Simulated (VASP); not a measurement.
# BiB (F-43m) in VASP: further runs, part 2 of 2

VASP 6.6.1.

## (3) Single point, PBE

This run uses another cell than the first one, of 21.03 Å³/atom, 1.064 times its volume.

File INCAR:

```
SYSTEM = BiB
ALGO = Normal ; EDIFF = 1E-7
ENCUT = 520 ; GGA = PE
ISIF = 2 ; ISMEAR = 0
LASPH = .TRUE. ; LCHARG = .TRUE.
LELF = .TRUE. ; LREAL = .FALSE.
LVHAR = .TRUE. ; LWAVE = .FALSE.
NBANDS = 16 ; NELM = 80
PREC = Accurate ; SIGMA = 0.01
```

File KPOINTS:

```
k-points
0
G
  6 6 6
  0 0 0
```

File POSCAR:

```
BiB
1.0
    0.0000000000      2.7600269871      2.7600269871
    2.7600269871      0.0000000000      2.7600269871
    2.7600269871      2.7600269871      0.0000000000
B Bi
1 1
Direct
    0.0000000000      0.0000000000      0.0000000000
    0.2500000000      0.2500000000      0.2500000000
```

Potentials or basis: VASP PAW PBE potentials, release 64 (B, Bi_d).

Launch:

```console
$ cat potpaw_PBE.64/B/POTCAR potpaw_PBE.64/Bi_d/POTCAR > POTCAR
$ mpirun -np 1 vasp_std > vasp.out
```

It took 34 s on 1 thread of AMD EPYC 7R13, shared host; peak memory 0.14 GiB.

The run converged. Its results:

| Quantity | Value |
| --- | --- |
| Free energy | -8.9652 eV |
| Pressure | -0.2 GPa |
| Band gap on the k mesh | 0.16 eV, direct |

Levels at points of the mesh, in eV from the valence-band top:
| k point | band 5 | band 6 | band 7 | band 8 | band 9 | band 10 | band 11 | band 12 | band 13 | band 14 |
| --- | --- | --- | --- | --- | --- | --- | --- | --- | --- | --- |
| (0.00, 0.00, 0.00) | -23.02 | -14.01 | 0.00 | 0.00 | 0.00 | 0.16 | 2.78 | 2.78 | 2.78 | 6.18 |
| (0.50, 0.00, 0.00) | -23.00 | -12.00 | -7.59 | -1.57 | -1.57 | 0.35 | 4.14 | 4.14 | 6.01 | 8.37 |
| (0.50, 0.50, 0.00) | -22.99 | -11.10 | -7.74 | -3.40 | -3.40 | 0.88 | 0.97 | 8.30 | 8.53 | 8.53 |

Caveat: spin-orbit coupling is left out, which moves the levels of the heavy elements.

## (4) Single point, PBE (volume changed by -3%)

File INCAR:

```
SYSTEM = BiB
ALGO = Normal
EDIFF = 1E-6
ENCUT = 520
GGA = PE
ISIF = 2
ISMEAR = 0
LASPH = .TRUE.
LCHARG = .FALSE.
LREAL = .FALSE.
LWAVE = .FALSE.
NBANDS = 16
NELM = 60
PREC = Accurate
SIGMA = 0.01
```

KPOINTS is that of step 3.

File POSCAR:

```
BiB
1.0
    0.0000000000      2.7321460205      2.7321460205
    2.7321460205      0.0000000000      2.7321460205
    2.7321460205      2.7321460205      0.0000000000
B Bi
1 1
Direct
    0.0000000000      0.0000000000      0.0000000000
    0.2500000000      0.2500000000      0.2500000000
```

Launch:

```console
$ cat potpaw_PBE.64/B/POTCAR potpaw_PBE.64/Bi_d/POTCAR > POTCAR
$ mpirun -np 1 vasp_std > vasp.out
```

Wall time 26 s (1 thread of AMD EPYC 7R13, shared host); peak memory 0.14 GiB.

The run converged. Its results:

```
Free energy            : -8.9566 eV
Pressure               : 2.2 GPa
Band gap on the k mesh : 0.38 eV, direct
```

Levels at points of the mesh, in eV from the valence-band top:
```
           k point  band 7  band 8  band 9  band 10  band 11  band 12
(0.00, 0.00, 0.00)    0.00    0.00    0.00     0.38     2.82     2.82
(0.50, 0.00, 0.00)   -7.77   -1.63   -1.63     0.46     4.19     4.19
(0.50, 0.50, 0.00)   -7.89   -3.52   -3.52     0.87     0.96     8.42
```

Caveat: the cell differs from its parent crystal (volume changed by -3%); spin-orbit coupling is left out, which moves the levels of the heavy elements. A k mesh can miss the band edges.

## (5) Single point, PBE (volume changed by +3%)

File INCAR:

```
SYSTEM = BiB
PREC = Accurate ; ENCUT = 520
EDIFF = 1E-6 ; ISMEAR = 0
SIGMA = 0.01 ; LREAL = .False.
LASPH = .True. ; NELM = 60
ALGO = Normal ; ISIF = 2
LWAVE = .False. ; LCHARG = .False.
GGA = PE ; NBANDS = 16
```

File KPOINTS:

```
Automatic mesh
0
Gamma
  6 6 6
  0 0 0
```

File POSCAR:

```
BiB
1.0
    0.0000000000      2.7873557643      2.7873557643
    2.7873557643      0.0000000000      2.7873557643
    2.7873557643      2.7873557643      0.0000000000
B Bi
1 1
Direct
    0.0000000000      0.0000000000      0.0000000000
    0.2500000000      0.2500000000      0.2500000000
```

Launch:

```console
$ cat potpaw_PBE.64/B/POTCAR potpaw_PBE.64/Bi_d/POTCAR > POTCAR
$ mpirun -np 1 vasp_std > vasp.out
```

Wall time 24 s (1 thread of AMD EPYC 7R13, shared host); peak memory 0.14 GiB.

The run converged. Its results:

```yaml
Free_energy: -8.9570 eV
Pressure: -1.9 GPa
Band_gap_on_the_k_mesh: zero (filled and empty bands touch)
```

Levels at points of the mesh, in eV from the Fermi level:
```
           k point  band 5  band 6  band 7  band 8  band 9  band 10  band 11  band 12  band 13  band 14
(0.00, 0.00, 0.00)  -22.98  -13.78   -0.07    0.00    0.00     0.00     2.74     2.74     2.74     6.10
(0.50, 0.00, 0.00)  -22.96  -11.87   -7.42   -1.53   -1.53     0.24     4.08     4.08     5.98     8.26
(0.50, 0.50, 0.00)  -22.95  -11.01   -7.60   -3.29   -3.29     0.89     0.98     8.19     8.32     8.32
```

Caveat: the cell differs from its parent crystal (volume changed by +3%); spin-orbit coupling is left out, which moves the levels of the heavy elements.

## (6) Single point, PBE (volume changed by +6%)

File INCAR:

```
SYSTEM = BiB
  PREC = Accurate
  ENCUT = 520
  EDIFF = 1E-6
  ISMEAR = 0
  SIGMA = 0.01
  LREAL = .FALSE.
  LASPH = .TRUE.
  NELM = 60
  ALGO = Normal
  ISIF = 2
  LWAVE = .FALSE.
  LCHARG = .TRUE.
  GGA = PE
  LELF = .TRUE.
  LVHAR = .TRUE.
  NBANDS = 16
```

File KPOINTS:

```
regular mesh
0
G
  6 6 6
  0 0 0
```

File POSCAR:

```
BiB
1.0
    0.0000000000      2.8141589063      2.8141589063
    2.8141589063      0.0000000000      2.8141589063
    2.8141589063      2.8141589063      0.0000000000
B Bi
1 1
Direct
    0.0000000000      0.0000000000      0.0000000000
    0.2500000000      0.2500000000      0.2500000000
```

Potentials or basis: VASP PAW PBE potentials, release 64 (B, Bi_d).

Launch:

```console
$ cat potpaw_PBE.64/B/POTCAR potpaw_PBE.64/Bi_d/POTCAR > POTCAR
$ mpirun -np 1 vasp_std > vasp.out
```

OUTCAR:

```text
SYSTEM = BiB
   PREC = Accurate
   ENCUT = 520
   EDIFF = 1E-6
   ISMEAR = 0
   LREAL = .FALSE.
   LASPH = .TRUE.
   NELM = 60
   ISIF = 2
   GGA = PE

 ion  position               nearest neighbor table
   1  0.000  0.000  0.000-   2 2.44   2 2.44   2 2.44   2 2.44
   2  0.250  0.250  0.250-   1 2.44   1 2.44   1 2.44   1 2.44

  LATTYP: Found a face centered cubic cell.
 ALAT       =     5.6283178126

  Lattice vectors:

 A1 = (   0.0000000000,   2.8141589063,   2.8141589063)
 A2 = (   2.8141589063,   0.0000000000,   2.8141589063)
 A3 = (   2.8141589063,   2.8141589063,   0.0000000000)

Analysis of symmetry for initial positions (statically):
=====================================================================
 Subroutine PRICEL returns:
 Original cell was already a primitive cell.

 Routine SETGRP: Setting up the symmetry group for a
 face centered cubic supercell.

 Subroutine GETGRP returns: Found 24 space group operations
 (whereof 24 operations were pure point group operations)
 out of a pool of 48 trial point group operations.

The static configuration has the point symmetry T_d .

[... 149 lines left out ...]

  energy without entropy =       -8.93523464  energy(sigma->0) =       -8.93527035

 E-fermi :   6.2791     XC(G=0):  -9.6805

 val. band max:        6.2760346398   @ k =   0.0000   0.0000   0.0000
 cond. band min:       6.4245108760   @ k =   0.5000   0.0000   0.0000
 fundamental gap:      0.1484762362
 Fermi energy:         6.2790802999

 k-point     1 :       0.0000    0.0000    0.0000
  band No.  band energies     occupation
      1     -16.7204      2.00000
      2     -16.7204      2.00000
      3     -16.7204      2.00000
      4     -16.6590      2.00000
      5     -16.6590      2.00000
      6      -7.2935      2.00000
[... 281 lines left out ...]
      3     -16.6773      2.00000
      4     -16.6558      2.00000
      5     -16.6434      2.00000
      6      -4.6278      2.00000
[... 8 lines left out ...]
     15      18.1519      0.00000
     16      18.6396      0.00000

------------------------ aborting loop because EDIFF is reached ----------------------------------------

  FORCE on cell =-STRESS in cart. coord.  units (eV):
  Direction    XX          YY          ZZ          XY          YZ          ZX
  --------------------------------------------------------------------------------------
  -------------------------------------------------------------------------------------
  Total       -1.0231656     -1.0231656     -1.0231656     -0.0000000     -0.0000000      0.0000000
  in kB      -36.7773706    -36.7773706    -36.7773706     -0.0000000     -0.0000000      0.0000000
  external PRESSURE =     -36.7773706 kB  Pullay stress =       0.0000000 kB

 VOLUME and BASIS-vectors are now :
 -----------------------------------------------------------------------------
  energy-cutoff  :      520.00
  volume of cell :       44.57
      direct lattice vectors                 reciprocal lattice vectors
     0.000000000  2.814158906  2.814158906    -0.177672980  0.177672980  0.177672980
     2.814158906  0.000000000  2.814158906     0.177672980 -0.177672980  0.177672980
     2.814158906  2.814158906  0.000000000     0.177672980  0.177672980 -0.177672980

 POSITION                                       TOTAL-FORCE (eV/Angst)
 -----------------------------------------------------------------------------------
      0.00000      0.00000      0.00000         0.000000      0.000000      0.000000
      1.40708      1.40708      1.40708        -0.000000     -0.000000     -0.000000
 -----------------------------------------------------------------------------------
    total drift:                                0.000000      0.000000      0.000000

  FREE ENERGIE OF THE ION-ELECTRON SYSTEM (eV)
  ---------------------------------------------------
  free  energy   TOTEN  =        -8.9353060598 eV

  energy  without entropy=       -8.9352346421  energy(sigma->0) =       -8.93527035
```

Wall time 26 s (1 thread of AMD EPYC 7R13, shared host); peak memory 0.14 GiB.

Results:

```yaml
Free_energy: -8.9353 eV
Pressure: -3.7 GPa
Band_gap_on_the_k_mesh: zero (filled and empty bands touch)
```

Caveat: the cell differs from its parent crystal (volume changed by +6%); spin-orbit coupling is left out, which moves the levels of the heavy elements.

## (7) Overview

```tsv
cell	gap on the mesh (eV)	pressure (GPa)
a = 3.824 Å, angles 60.0°, 2 atoms	0.58	5.1
a = 3.903 Å, angles 60.0°, 2 atoms	0.16	-0.2
a = 3.864 Å, angles 60.0°, 2 atoms	0.38	2.2
a = 3.942 Å, angles 60.0°, 2 atoms	none	-1.9
a = 3.980 Å, angles 60.0°, 2 atoms	none	-3.7
```

Alike in all rows: task single point; level PBE; potentials or basis VASP PAW PBE potentials, release 64 (B, Bi_d); no spin polarisation; k mesh 6 × 6 × 6; cutoff (eV) 520; smearing gaussian 0.01 eV.

Caveats: spin-orbit coupling is left out, which moves the levels of the heavy elements.

Total energies depend on the potentials used, so only differences within one code and one set of settings carry meaning.
